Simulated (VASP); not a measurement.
# Si2C3 (P-6m2) in VASP: notebook

Si2C3 is run at these levels: PBE; tasks: single point, relaxation of cell and atoms.

All numbers are computed with VASP 6.6.1; they aren't measurements. Logs are shortened: lines on timing, memory, paths and dates and some standing lists are left out, and cuts for length are marked.

**1. The cell of the first run**

It takes space group P-6m2 (No. 187, hexagonal). The conventional cell has a = 3.081 Å, b = 3.081 Å, c = 9.433 Å, α = 90.00°, β = 90.00°, γ = 120.00°. Si (site symmetry -6m2) has 6 C at 1.94 Å within 2.6 Å. Si (site symmetry -6m2) has 3 C at 1.78 Å within 2.4 Å. Within 2.1 Å of C (site symmetry 3m) lie 1 C at 1.54 Å and 3 Si at 1.94 Å. Within 2.4 Å of C (site symmetry -6m2) lie 3 Si at 1.78 Å.

The cell was built from a structure type or drawn by symmetry, and may not be a known phase.

**2. Single point, PBE**

Input file INCAR:

```
PREC     = Accurate       # precision mode
ENCUT    = 520            # plane-wave cutoff, eV
EDIFF    = 1E-7           # SCF threshold, eV
ISMEAR   = 0              # smearing method
SIGMA    = 0.1            # smearing width, eV
LREAL    = False          # projectors in reciprocal space
LASPH    = True           # aspherical terms in the spheres
NELM     = 100            # most SCF steps
ALGO     = Normal         # electronic algorithm
ISIF     = 2              # what is computed and relaxed
LWAVE    = False          # write WAVECAR
LCHARG   = False          # write CHGCAR
GGA      = PE             # functional
NBANDS   = 18             # bands
```

Input file KPOINTS:

```
regular mesh
0
Gamma
  12 12 4
```

Input file POSCAR:

```
Si2C3
1.0
    3.0811059775      0.0000000000      0.0000000000
   -1.5405529888      2.6683160483      0.0000000000
    0.0000000000      0.0000000000      9.4327888901
Si C
2 3
Direct
    0.0000000000      0.0000000000      0.0000000000
    0.3333333333      0.6666666667      0.5000000000
    0.6666666667      0.3333333333      0.0817777611
    0.6666666667      0.3333333333      0.9182222389
    0.0000000000      0.0000000000      0.5000000000
```

Potentials or basis: VASP PAW PBE potentials, release 64 (Si, C).

Started as:

```sh
> cat potpaw_PBE.64/Si/POTCAR potpaw_PBE.64/C/POTCAR > POTCAR
> mpirun -np 1 vasp_std > vasp.out
```

OUTCAR:

```text
PREC = Accurate
   ENCUT = 520
   EDIFF = 1E-7
   ISMEAR = 0
   LREAL = False
   LASPH = True
   NELM = 100
   ISIF = 2
   GGA = PE

 ion  position               nearest neighbor table
   1  0.000  0.000  0.000-   3 1.94   4 1.94   3 1.94   4 1.94   3 1.94   4 1.94
   2  0.333  0.667  0.500-   5 1.78   5 1.78   5 1.78
   3  0.667  0.333  0.082-   4 1.54   1 1.94   1 1.94   1 1.94
   4  0.667  0.333  0.918-   3 1.54   1 1.94   1 1.94   1 1.94
   5  0.000  0.000  0.500-   2 1.78   2 1.78   2 1.78

  LATTYP: Found a hexagonal cell.
 ALAT       =     3.0811059775
 C/A-ratio  =     3.0614944630

  Lattice vectors:

 A1 = (   3.0811059775,   0.0000000000,   0.0000000000)
 A2 = (  -1.5405529888,   2.6683160483,   0.0000000000)
 A3 = (   0.0000000000,   0.0000000000,   9.4327888901)

Analysis of symmetry for initial positions (statically):
=====================================================================
 Subroutine PRICEL returns:
 Original cell was already a primitive cell.

 Routine SETGRP: Setting up the symmetry group for a
 hexagonal supercell.

 Subroutine GETGRP returns: Found 12 space group operations
 (whereof 12 operations were pure point group operations)
 out of a pool of 24 trial point group operations.

The static configuration has the point symmetry D_3h.

Analysis of symmetry for dynamics (positions and initial velocities):
=====================================================================
 Subroutine PRICEL returns:
 Original cell was already a primitive cell.

 Routine SETGRP: Setting up the symmetry group for a
 hexagonal supercell.

 Subroutine GETGRP returns: Found 12 space group operations
 (whereof 12 operations were pure point group operations)
 out of a pool of 24 trial point group operations.

The dynamic configuration has the point symmetry D_3h.

 Subroutine INISYM returns: Found 12 space group operations
 (whereof 12 operations are pure point group operations),
 and found     1 'primitive' translations

----------------------------------------------------------------------------------------

                                     Primitive cell

  volume of cell :      77.5504

  direct lattice vectors                    reciprocal lattice vectors
     3.081105978  0.000000000  0.000000000     0.324558781  0.187384100  0.000000000
    -1.540552989  2.668316048  0.000000000     0.000000000  0.374768199  0.000000000
     0.000000000  0.000000000  9.432788890     0.000000000  0.000000000  0.106013186

  length of vectors
[... 92 lines left out ...]
   IBRION =     -1    ionic relax: 0-MD 1-quasi-New 2-CG
   NFREE  =      0    steps in history (QN), initial steepest desc. (CG)
   ISIF   =      2    stress and relaxation
   ISYM   =      2    0-nonsym 1-usesym 2-fastsym
   POTIM  = 0.5000    time-step for ionic-motion
   TEBEG  =    0.0;   TEEND  =   0.0 temperature during run
   PSTRESS=    0.0 pullay stress
   NELECT =      20.0000    total number of electrons
   NUPDOWN=      -1.0000    fix difference up-down
   EMIN   =  10.00;   EMAX   =-10.00  energy-range for DOS
   EFERMI =   0.00;   METHOD = LEGACY
   ISMEAR =     0;   SIGMA  =   0.10  broadening in eV -4-tet -1-fermi 0-gaus
   EFERMI_NEDOS =   21; number of points for ismear=-14 and -15
   IALGO  =     38    algorithm
   IMIX   =      4    mixing-type and parameters
     AMIX     =   0.40;   BMIX     =  1.00
     AMIX_MAG =   1.60;   BMIX_MAG =  1.00
  volume/ion in A,a.u.               =      15.51       104.67
  Fermi-wavevector in a.u.,A,eV,Ry     =   1.042054  1.969196 14.774243  1.085876
  Thomas-Fermi vector in A             =   2.176702
   LORBIT       =      0    0 simple, 1 ext, 2 COOP (PROOUT), +10 PAW based schemes
   GGA     = PE    functional components
   LHFCALC =     F    Hartree Fock is set to
   AEXX    =    0.0000 exact exchange contribution
   IVDW    =     0    specifies the selected vdW correction
   LEPSILON=     F    determine dielectric tensor
   LRPA    =     F    only Hartree local field effects (RPA)
 non-spin polarized calculation
 Gauss-broadening in eV      SIGMA  =   0.10
  energy-cutoff  :      520.00
  volume of cell :       77.55
 maximum number of plane-waves:      2114
 NGX is ok and might be reduce to    24
   NGX = 11   NGY = 11   NGZ = 35

 number of electron      20.0000000 magnetization

 Free energy of the ion-electron system (eV)
  ---------------------------------------------------
  ext. energy  EPLUGINS =         0.00000000
  ---------------------------------------------------
  free energy    TOTEN  =       -33.18477018 eV

  energy without entropy =      -33.17237705  energy(sigma->0) =      -33.17857362

 E-fermi :   3.1051     XC(G=0):  -8.7238

 val. band max:        3.0321526888   @ k =   0.3333   0.2500   0.0000
 cond. band min:       3.1234199357   @ k =   0.3333   0.1667   0.0000
 fundamental gap:      0.0912672469
 Fermi energy:         3.1051027915

 k-point     1 :       0.0000    0.0000    0.0000
  band No.  band energies     occupation
      1     -15.3989      2.00000
      2     -10.4709      2.00000
      3      -6.1273      2.00000
      4      -1.2060      2.00000
      5      -1.2060      2.00000
      6      -0.7793      2.00000
[... 481 lines left out ...]
      5      -2.7266      2.00000
      6      -2.4099      2.00000
[... 10 lines left out ...]
     17      11.6223      0.00000
     18      12.1334      0.00000

 [... further k-points ...]

------------------------ aborting loop because EDIFF is reached ----------------------------------------

  FORCE on cell =-STRESS in cart. coord.  units (eV):
  Direction    XX          YY          ZZ          XY          YZ          ZX
  --------------------------------------------------------------------------------------
  -------------------------------------------------------------------------------------
  Total       -0.0138451     -0.0138451      0.0852394      0.0000000     -0.0000000      0.0000000
  in kB       -0.2860368     -0.2860368      1.7610309      0.0000000     -0.0000000      0.0000000
  external PRESSURE =       0.3963191 kB  Pullay stress =       0.0000000 kB

 VOLUME and BASIS-vectors are now :
 -----------------------------------------------------------------------------
  energy-cutoff  :      520.00
  volume of cell :       77.55
      direct lattice vectors                 reciprocal lattice vectors
     3.081105978  0.000000000  0.000000000     0.324558781  0.187384100  0.000000000
    -1.540552989  2.668316048  0.000000000     0.000000000  0.374768199  0.000000000
     0.000000000  0.000000000  9.432788890     0.000000000  0.000000000  0.106013186

 POSITION                                       TOTAL-FORCE (eV/Angst)
 -----------------------------------------------------------------------------------
      0.00000      0.00000      0.00000         0.000000     -0.000000      0.000000
     -0.00000      1.77888      4.71639         0.000000     -0.000000      0.000000
      1.54055      0.88944      0.77139         0.000000      0.000000      0.065779
      1.54055      0.88944      8.66140         0.000000     -0.000000     -0.065779
      0.00000      0.00000      4.71639        -0.000000      0.000000      0.000000
 -----------------------------------------------------------------------------------
    total drift:                               -0.000000      0.000000      0.000000

  FREE ENERGIE OF THE ION-ELECTRON SYSTEM (eV)
  ---------------------------------------------------
  free  energy   TOTEN  =       -33.1847701771 eV

  energy  without entropy=      -33.1723770539  energy(sigma->0) =      -33.17857362
```

stdout:

```text
POSCAR found type information on POSCAR SiC
 POSCAR found :  2 types and       5 ions
 scaLAPACK will be used
 LDA part: xc-table for (Slater+PW92), standard interpolation
 POSCAR, INCAR and KPOINTS ok, starting setup
 FFT: planning ... GRIDC
 FFT: planning ... GRID_SOFT
 FFT: planning ... GRID
 WAVECAR not read
 entering main loop
```

Wall time 52 s (1 thread of AMD EPYC 9R45 (Zen 5), shared host); peak memory 0.19 GiB.

What came out:

```
Free energy            : -33.1848 eV
Pressure               : 0.0 GPa
Largest force          : 0.066 eV/Å
Band gap on the k mesh : zero (bands 10 and 11 overlap by 2.66 eV)
```

Forces in eV/Å, atoms in the order of the input:
```
Si   0.000  0.000  0.000
Si   0.000  0.000  0.000
C    0.000  0.000  0.066
C    0.000  0.000 -0.066
C    0.000  0.000  0.000
```

**3. Single point, PBE, collinear spin**

This run uses another cell than the first one, of 12.56 Å³/atom.

Input file INCAR:

```
SYSTEM = Si2C3
PREC = Accurate
ENCUT = 520
EDIFF = 1E-6
ISMEAR = 0
SIGMA = 0.1
LREAL = .False.
LASPH = .True.
NELM = 150
ALGO = Normal
ISIF = 2
LWAVE = .False.
LCHARG = .True.
ISPIN = 2
MAGMOM = 0 0 1 1 1
LORBIT = 11
GGA = PE
LELF = .True.
LVHAR = .True.
NBANDS = 22
```

Input file KPOINTS:

```
Automatic mesh
0
Gamma
  6 6 4
  0 0 0
```

Input file POSCAR:

```
Si2C3
1.0
    3.8814227200      0.0000000000      0.0000000000
   -1.9407113600      3.3614106800      0.0000000000
    0.0000000000      0.0000000000      4.8143000500
Si C
2 3
Direct
    0.0000000000      0.0000000000      0.0000000000
    0.3333333300      0.6666666700      0.5000000000
    0.6666666700      0.3333333300      0.2422697800
    0.6666666700      0.3333333300      0.7577302200
    0.0000000000      0.0000000000      0.5000000000
```

Potentials or basis: VASP PAW PBE potentials, release 64 (Si, C).

Started as:

```sh
> cat potpaw_PBE.64/Si/POTCAR potpaw_PBE.64/C/POTCAR > POTCAR
> mpirun -np 1 vasp_std > vasp.out
```

Run time: 30 s. Hardware: 1 thread of AMD EPYC 9R45 (Zen 5), shared host; peak memory 0.18 GiB.

The run converged. Its results:

| Quantity | Value |
| --- | --- |
| Free energy | -25.5170 eV |
| Pressure | -23.6 GPa |
| Largest force | 1.363 eV/Å |
| Band gap on the k mesh | zero (filled and empty bands overlap) |
| Net moment | 0.00 μB per cell |
| Valence electrons inside the program's atomic spheres | Si 1.39; C 2.07, 2.13 (each value once) |

Forces on the atoms (eV/Å):
```
Si   0.000  0.000  0.000
Si   0.000  0.000  0.000
C    0.000  0.000 -1.363
C    0.000  0.000  1.363
C    0.000  0.000  0.000
```

Stress tensor (GPa, compression positive):
```
-28.90   0.00   0.00
  0.00 -28.90   0.00
  0.00   0.00 -12.98
```

Levels at points of the mesh, in eV from the Fermi level:
Spin up:
| k point | band 7 | band 8 | band 9 | band 10 | band 11 | band 12 | band 13 | band 14 |
| --- | --- | --- | --- | --- | --- | --- | --- | --- |
| (0.00, 0.00, 0.00) | -2.16 | -2.16 | -1.66 | -1.57 | 0.23 | 0.28 | 0.28 | 2.73 |
| (0.50, 0.00, 0.00) | -5.10 | -4.29 | -0.44 | -0.12 | -0.04 | 1.50 | 2.87 | 3.60 |
| (0.00, 0.00, 0.50) | -2.13 | -1.77 | -1.77 | -1.77 | -1.50 | -1.50 | -0.01 | 2.50 |
| (0.50, 0.00, 0.50) | -2.97 | -1.90 | -0.63 | -0.29 | 0.59 | 1.04 | 1.85 | 3.24 |
Spin down:
```csv
k point,band 6,band 7,band 8,band 9,band 10,band 11,band 12,band 13,band 14,band 15
"(0.00, 0.00, 0.00)",-3.56,-2.16,-2.16,-1.66,-1.57,0.23,0.28,0.28,2.73,2.73
"(0.50, 0.00, 0.00)",-5.19,-5.10,-4.29,-0.44,-0.12,-0.04,1.50,2.87,3.60,4.22
"(0.00, 0.00, 0.50)",-2.98,-2.13,-1.77,-1.77,-1.77,-1.50,-1.50,-0.01,2.50,2.53
"(0.50, 0.00, 0.50)",-4.91,-2.97,-1.90,-0.63,-0.29,0.59,1.04,1.85,3.24,4.23
```

Caveat: the cell stands under tension; forces of over 1 eV/Å act on the atoms, so gaps and moduli don't describe the material at rest.

**4. Relaxation of cell and atoms, PBE**

This run uses another cell than the first one, of 14.97 Å³/atom.

Input file INCAR:

```
SYSTEM = Si2C3
  PREC = Accurate
  ENCUT = 600
  EDIFF = 1E-6
  ISMEAR = 0
  SIGMA = 0.1
  LREAL = .FALSE.
  LASPH = .TRUE.
  NELM = 100
  ALGO = Normal
  ISIF = 3
  LWAVE = .FALSE.
  LCHARG = .FALSE.
  GGA = PE
  IBRION = 2
  NSW = 100
  EDIFFG = -0.01
```

Input file KPOINTS:

```
regular mesh
0
G
  12 12 4
  0 0 0
```

Input file POSCAR:

```
Si2C3
1.0
    3.0813382889      0.0000000000      0.0000000000
   -1.5406691445      2.6685172358      0.0000000000
    0.0000000000      0.0000000000      9.1010923059
Si C
2 3
Direct
    0.0000000000      0.0000000000      0.0000000000
    0.3333333333      0.6666666667      0.5000000000
    0.6666666667      0.3333333333      0.0848262122
    0.6666666667      0.3333333333      0.9151737878
    0.0000000000      0.0000000000      0.5000000000
```

Started as:

```sh
> cat potpaw_PBE.64/Si/POTCAR potpaw_PBE.64/C/POTCAR > POTCAR
> mpirun -np 1 vasp_std > vasp.out
```

Wall time 93 s (1 thread of AMD EPYC 9R45 (Zen 5), shared host); peak memory 0.24 GiB.

Results (log left out):

```yaml
Free_energy: -33.1873 eV
Relaxed_volume: 14.96 Å³/atom
Relaxed_cell: a = 3.079 Å, b = 3.079 Å, c = 9.107 Å, α = 90.00°, β = 90.00°, γ = 120.00°
Space_group_after_relaxing_to_0.1_Å: P-6m2 (No. 187)
Energy_gained_by_relaxing: 0.0 meV/atom
Ionic_steps: 3
Pressure_after_relaxing: 0.0 GPa
Band_gap_on_the_k_mesh: zero (bands 10 and 11 overlap by 2.66 eV)
```

The path:
| step | energy change (eV) | largest force (eV/Å) | pressure (GPa) | volume (Å³) |
| --- | --- | --- | --- | --- |
| 1 | 0.0000 | 0.0500 | -0.06 | 74.83 |
| 2 | -0.0001 | 0.0236 | 0.06 | 74.77 |
| 3 | -0.0002 | 0.0012 | 0.02 | 74.79 |

Final structure:
```yaml
crystal:
  lattice:
    - [3.07939, 0.00000, 0.00000]
    - [-1.53969, 2.66683, 0.00000]
    - [0.00000, 0.00000, 9.10738]
  atoms:
    - { symbol: Si, position: [0.00000, 0.00000, 0.00000] }
    - { symbol: Si, position: [0.33333, 0.66667, 0.50000] }
    - { symbol: C, position: [0.66667, 0.33333, 0.08501] }
    - { symbol: C, position: [0.66667, 0.33333, 0.91499] }
    - { symbol: C, position: [0.00000, 0.00000, 0.50000] }
```

Levels at points of the mesh, in eV from the Fermi level:
| k point | band 7 | band 8 | band 9 | band 10 | band 11 | band 12 | band 13 | band 14 |
| --- | --- | --- | --- | --- | --- | --- | --- | --- |
| (0.00, 0.00, 0.00) | -3.55 | -1.15 | -1.15 | 2.28 | 2.28 | 2.39 | 4.44 | 5.21 |
| (0.50, 0.00, 0.00) | -3.48 | -2.68 | -2.06 | -0.48 | 1.01 | 1.68 | 2.82 | 4.12 |
| (0.00, 0.00, 0.50) | -3.09 | -1.15 | -1.15 | 2.28 | 2.29 | 2.54 | 3.52 | 5.21 |
| (0.50, 0.00, 0.50) | -3.46 | -2.68 | -2.09 | -0.51 | 1.01 | 1.68 | 2.90 | 4.14 |

**5. The runs side by side**

| task | spin | cell | k mesh | cutoff (eV) | gap on the mesh (eV) | pressure (GPa) | largest force (eV/Å) |
| --- | --- | --- | --- | --- | --- | --- | --- |
| single point | off | a = 3.081, b = 3.081, c = 9.433 Å, angles 90.0, 90.0, 120.0°, 5 atoms, atomic positions A | 12 × 12 × 4 | 520 | none | 0.0 | 0.07 |
| single point | collinear | a = 3.881, b = 3.881, c = 4.814 Å, angles 90.0, 90.0, 120.0°, 5 atoms, atomic positions B | 6 × 6 × 4 | 520 | none | -23.6 | 1.36 |
| relaxation of cell and atoms | off | relaxed from a = 3.081, b = 3.081, c = 9.101 Å, angles 90.0, 90.0, 120.0°, 5 atoms, atomic positions C | 12 × 12 × 4 | 600 | none | 0.0 | - |

Alike in all rows: level PBE; potentials or basis VASP PAW PBE potentials, release 64 (Si, C); smearing gaussian 0.1 eV.

Caveats: the cell stands under tension (at least some runs); forces of over 1 eV/Å act on the atoms, so gaps and moduli don't describe the material at rest (at least some runs).

Total energies depend on the potentials used, so only differences within one code and one set of settings carry meaning.
